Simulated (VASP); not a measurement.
# In (P6/mmm) in VASP: further runs, part 2 of 2

VASP 6.6.1.

### Step 3. Single point, PBEsol

Contents of INCAR:

```
SYSTEM = In
PREC = Accurate
ENCUT = 520
EDIFF = 1E-6
ISMEAR = -1
SIGMA = 0.05
LREAL = .FALSE.
LASPH = .TRUE.
NELM = 80
ALGO = Normal
ISIF = 2
LWAVE = .FALSE.
LCHARG = .TRUE.
GGA = PS
LELF = .TRUE.
LVHAR = .TRUE.
NBANDS = 12
```

Contents of KPOINTS:

```
Automatic mesh
0
G
  18 18 17
  0 0 0
```

Contents of POSCAR:

```
In
1.0
    2.3862378661      0.0000000000      0.0000000000
   -1.1931189331      2.0665426115      0.0000000000
    0.0000000000      0.0000000000      2.2869920366
In
1
Direct
    0.0000000000      0.0000000000      0.0000000000
```

Potentials or basis: VASP PAW PBE potentials, release 64 (In_d).

Run with:

```console
$ cat potpaw_PBE.64/In_d/POTCAR > POTCAR
$ mpirun -np 1 vasp_std > vasp.out
```

OUTCAR:

```text
SYSTEM = In
   PREC = Accurate
   ENCUT = 520
   EDIFF = 1E-6
   ISMEAR = -1
   LREAL = .FALSE.
   LASPH = .TRUE.
   NELM = 80
   ISIF = 2
   GGA = PS

 ion  position               nearest neighbor table
   1  0.000  0.000  0.000-

  LATTYP: Found a hexagonal cell.
 ALAT       =     2.3862378661
 C/A-ratio  =     0.9584090795

  Lattice vectors:

 A1 = (   2.3862378661,   0.0000000000,   0.0000000000)
 A2 = (  -1.1931189331,   2.0665426115,   0.0000000000)
 A3 = (   0.0000000000,   0.0000000000,   2.2869920366)
[... 530 lines left out ...]
      4       6.6191      2.00000
      5       6.6637      2.00000
      6      13.6962      2.00000
      7      19.9980      2.00000
      8      28.4510      0.00000
      9      37.5355      0.00000
     10      41.8073      0.00000
     11      41.9982      0.00000
     12      46.4025      0.00000

 [... further k-points ...]
[... 5 lines left out ...]
  --------------------------------------------------------------------------------------
  -------------------------------------------------------------------------------------
  Total       22.6874519     22.6874519     22.6747056     -0.0000000     -0.0000000      0.0000000
  in kB     3223.0983137   3223.0983137   3221.2875093     -0.0000001     -0.0000000      0.0000000
  external PRESSURE =    3222.4947122 kB  Pullay stress =       0.0000000 kB

 VOLUME and BASIS-vectors are now :
 -----------------------------------------------------------------------------
  energy-cutoff  :      520.00
  volume of cell :       11.28
      direct lattice vectors                 reciprocal lattice vectors
     2.386237866  0.000000000  0.000000000     0.419069706  0.241950007  0.000000000
    -1.193118933  2.066542612  0.000000000     0.000000000  0.483900015  0.000000000
     0.000000000  0.000000000  2.286992037     0.000000000  0.000000000  0.437255567

 POSITION                                       TOTAL-FORCE (eV/Angst)
 -----------------------------------------------------------------------------------
      0.00000      0.00000      0.00000        -0.000000      0.000000      0.000000
 -----------------------------------------------------------------------------------
    total drift:                                0.000000      0.000000      0.000000

  FREE ENERGIE OF THE ION-ELECTRON SYSTEM (eV)
  ---------------------------------------------------
  free  energy   TOTEN  =         3.5657097040 eV

  energy  without entropy=        3.5673514283  energy(sigma->0) =        3.56653057
```

OSZICAR:

```text
N       E                     dE             d eps       ncg     rms          rms(c)
DAV:   1     0.796013643824E+02    0.79601E+02   -0.61012E+03  8464   0.178E+03
DAV:   2     0.580649142307E+01   -0.73795E+02   -0.71341E+02  8524   0.322E+02
DAV:   3     0.312237461475E+01   -0.26841E+01   -0.26755E+01  9368   0.614E+01
DAV:   4     0.308209971220E+01   -0.40275E-01   -0.40258E-01  9616   0.685E+00
DAV:   5     0.308081020999E+01   -0.12895E-02   -0.12894E-02 11136   0.112E+00    0.141E+01
DAV:   6     0.340303155370E+01    0.32222E+00   -0.15791E-01 12364   0.122E+01    0.694E+00
DAV:   7     0.355546486644E+01    0.15243E+00   -0.77448E-02 13196   0.790E+00    0.792E-01
DAV:   8     0.356563370324E+01    0.10169E-01   -0.44371E-03  9796   0.122E+00    0.205E-01
DAV:   9     0.356564730769E+01    0.13604E-04   -0.19540E-04 11488   0.216E-01    0.143E-01
DAV:  10     0.356571072004E+01    0.63412E-04   -0.40212E-05 10860   0.162E-01    0.291E-02
DAV:  11     0.356570905804E+01   -0.16620E-05   -0.66682E-07  7372   0.114E-02    0.758E-03
DAV:  12     0.356570970397E+01    0.64593E-06   -0.18460E-07  5948   0.636E-03
   1 F= 0.35657097E+01 E0= 0.35665306E+01  d E =-.164172E-02
```

Wall time 50 s (1 thread of Intel Xeon Platinum 8259CL at 2.50GHz (Skylake/Cascade Lake), shared host); peak memory 0.15 GiB.

Results:

```
Free energy : 3.5657 eV
Pressure    : 322.2 GPa
```

Stress tensor (GPa, compression positive):
```
322.31   0.00   0.00
  0.00 322.31   0.00
  0.00   0.00 322.13
```

Levels at points of the mesh, in eV from the Fermi level:
```csv
k point,band 2,band 3,band 4,band 5,band 6,band 7,band 8,band 9,band 10,band 11
"(0.00, 0.00, 0.00)",-18.52,-18.40,-18.40,-15.70,-15.70,10.11,11.13,17.51,17.51,18.32
"(0.50, 0.00, 0.00)",-19.23,-17.27,-16.04,-15.43,-9.01,-3.99,7.99,14.27,16.39,18.90
```

Caveat: the PAW data sets were made with another functional, which shifts forces and pressure a little; spin-orbit coupling is left out, which moves the levels of the heavy elements.

### Step 4. Single point, PBEsol

This run uses another cell than the first one: it holds 3 atoms, not 1.

Contents of INCAR:

```
PREC = Accurate ; ENCUT = 520
EDIFF = 1E-6 ; ISMEAR = -1
SIGMA = 0.05 ; LREAL = False
LASPH = True ; NELM = 80
ALGO = Normal ; ISIF = 2
LWAVE = False ; LCHARG = False
GGA = PS ; NBANDS = 26
```

Contents of KPOINTS:

```
regular mesh
0
Gamma
  9 9 13
```

Contents of POSCAR:

```
In
1.0
    4.0084194503      0.0000000000      0.0000000000
   -2.0042097252      3.4713930730      0.0000000000
    0.0000000000      0.0000000000      2.3951308809
In
3
Direct
    0.0000000000      0.0000000000      0.0000000000
    0.3333333333      0.6666666667      0.5000000000
    0.6666666667      0.3333333333      0.5000000000
```

Run with:

```console
$ cat potpaw_PBE.64/In_d/POTCAR > POTCAR
$ mpirun -np 1 vasp_std > vasp.out
```

Wall time 69 s (1 thread of Intel Xeon Platinum 8259CL at 2.50GHz (Skylake/Cascade Lake), shared host); peak memory 0.18 GiB.

Results (log left out):

```yaml
Free_energy: 10.3988 eV
Pressure: 322.1 GPa
```

Stress tensor (GPa, compression positive):
```
321.99   0.00   0.00
  0.00 321.99   0.00
  0.00   0.00 322.38
```

Levels at points of the mesh, in eV from the Fermi level:
```tsv
k point	band 16	band 17	band 18	band 19	band 20	band 21	band 22	band 23
(0.00, 0.00, 0.00)	-16.13	-3.44	-3.44	-3.36	-3.36	-1.93	-1.65	6.94
```

Caveat: the PAW data sets were made with another functional, which shifts forces and pressure a little; spin-orbit coupling is left out, which moves the levels of the heavy elements.

### Step 5. Single point, PBEsol

This run uses another cell than the first one: it holds 3 atoms, not 1.

Contents of INCAR:

```
PREC = Accurate
ENCUT = 520
EDIFF = 1E-7
ISMEAR = -1
SIGMA = 0.05
LREAL = F
LASPH = T
NELM = 60
ALGO = Normal
ISIF = 2
LWAVE = F
LCHARG = F
GGA = PS
NBANDS = 26
```

Contents of KPOINTS:

```
Automatic mesh
0
Gamma
  9 9 13
```

Contents of POSCAR:

```
In
1.0
    4.0080401798      0.0000000000      0.0000000000
   -2.0040200899      3.4710646151      0.0000000000
    0.0000000000      0.0000000000      2.3951414180
In
3
Direct
    0.0000000000      0.0000000000      0.0000000000
    0.3333333333      0.6666666667      0.5000000000
    0.6666666667      0.3333333333      0.5000000000
```

Run with:

```console
$ cat potpaw_PBE.64/In_d/POTCAR > POTCAR
$ mpirun -np 1 vasp_std > vasp.out
```

Wall time 88 s (1 thread of Intel Xeon Platinum 8259CL at 2.50GHz (Skylake/Cascade Lake), shared host); peak memory 0.18 GiB.

The run converged. Its results:

```yaml
Free_energy: 10.4112 eV
Pressure: 322.4 GPa
```

Stress tensor (GPa, compression positive):
```
322.31   0.00   0.00
  0.00 322.31   0.00
  0.00   0.00 322.58
```

Levels at points of the mesh, in eV from the Fermi level:
```
           k point  band 17  band 18  band 19  band 20  band 21  band 22
(0.00, 0.00, 0.00)    -3.44    -3.44    -3.36    -3.36    -1.93    -1.65
```

Caveat: the PAW data sets were made with another functional, which shifts forces and pressure a little; spin-orbit coupling is left out, which moves the levels of the heavy elements.

### Step 6. Summary

```csv
cell,k mesh,gap on the mesh (eV),pressure (GPa)
"a = 2.386, b = 2.386, c = 2.286 Å, angles 90.0, 90.0, 120.0°, 1 atom",18 × 18 × 17,none,322.4
"a = 2.386, b = 2.386, c = 2.287 Å, angles 90.0, 90.0, 120.0°, 1 atom",18 × 18 × 17,none,322.2
"a = 4.008, b = 4.008, c = 2.395 Å, angles 90.0, 90.0, 120.0°, 3 atoms",9 × 9 × 13,none,322.4
```

Alike in all rows: task single point; level PBEsol; potentials or basis VASP PAW PBE potentials, release 64 (In_d); no spin polarisation; cutoff (eV) 520; smearing fermi-dirac 0.05 eV.

Caveats: the PAW data sets were made with another functional, which shifts forces and pressure a little; spin-orbit coupling is left out, which moves the levels of the heavy elements.

Absolute energies hang on the potentials; compare differences alone.
